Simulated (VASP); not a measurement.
A run of VASP 6.6.1 is set up as follows.

Contents of INCAR:

```
PREC = Accurate
ENCUT = 520
EDIFF = 1E-6
ISMEAR = -1
SIGMA = 0.05
LREAL = F
LASPH = T
NELM = 150
ALGO = Normal
ISIF = 2
LWAVE = F
LCHARG = F
ISPIN = 2
MAGMOM = 2 2 2 0
LORBIT = 11
LMAXMIX = 6
GGA = PS
NBANDS = 38
```

File KPOINTS:

```
regular mesh
0
Gamma
  7 7 7
```

The input POSCAR:

```
Pr3Sn
1.0
    4.6859024791      0.0000000000      0.0000000000
    0.0000000000      4.6859024791      0.0000000000
    0.0000000000      0.0000000000      4.6859024791
Pr Sn
3 1
Direct
    0.0000000000      0.5000000000      0.5000000000
    0.5000000000      0.0000000000      0.5000000000
    0.5000000000      0.5000000000      0.0000000000
    0.0000000000      0.0000000000      0.0000000000
```

Potentials or basis: VASP PAW PBE potentials, release 64 (Pr, Sn_d).

Command:

```sh
$ cat potpaw_PBE.64/Pr/POTCAR potpaw_PBE.64/Sn_d/POTCAR > POTCAR
$ mpirun -np 1 vasp_std > vasp.out
```

(1) Estimate the pressure.

(2) Predict the net moment.

## Answers

(1) 0.1 GPa.

(2) 7.74 μB per cell.

Caveat: the magnetic or orbital state may not be the lowest; the PAW data sets were made with another functional, which shifts forces and pressure a little.
